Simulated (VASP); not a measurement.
Ti3Si4Ni, 8 atoms in the cell. The typed cell holds 8 atoms: a = 4.797 Å, b = 4.864 Å, c = 4.981 Å, α = 83.13°, β = 77.34°, γ = 89.84°. 

| Item | Value |
| --- | --- |
| Program | VASP 6.6.1 |
| Task | single point |
| Functional | PBE |
| Potentials or basis | VASP PAW PBE potentials, release 64 (Ti_sv, Si, Ni) |
| Cutoff | 520 eV |
| k mesh | 4 × 4 × 4 |
| Occupations | gaussian, width 0.1 eV |
| Spin | collinear spin, ferromagnetic start |
| Starting moments | [1.0, 1.0, 1.0, 0.0, 0.0, 0.0, 0.0, 2.0] μB |
| Dipole correction | no |
| Further INCAR settings | ALGO = Normal; EDIFF = 1e-06; NBANDS = 45 |

Potentials or basis: VASP PAW PBE potentials, release 64 (Ti_sv, Si, Ni).

Run with:

```console
$ cat potpaw_PBE.64/Ti_sv/POTCAR potpaw_PBE.64/Si/POTCAR potpaw_PBE.64/Ni/POTCAR > POTCAR
$ mpirun -np 1 vasp_std > vasp.out
```

Hardware: 1 thread of Intel Xeon 8259CL, on a shared host.

Problem. Estimate the wall time of this run.

Solution. Wall time 11 min on 1 thread of Intel Xeon 8259CL, on a shared host, peak memory 0.43 GiB. Counts: scf iterations 18, k points 36.
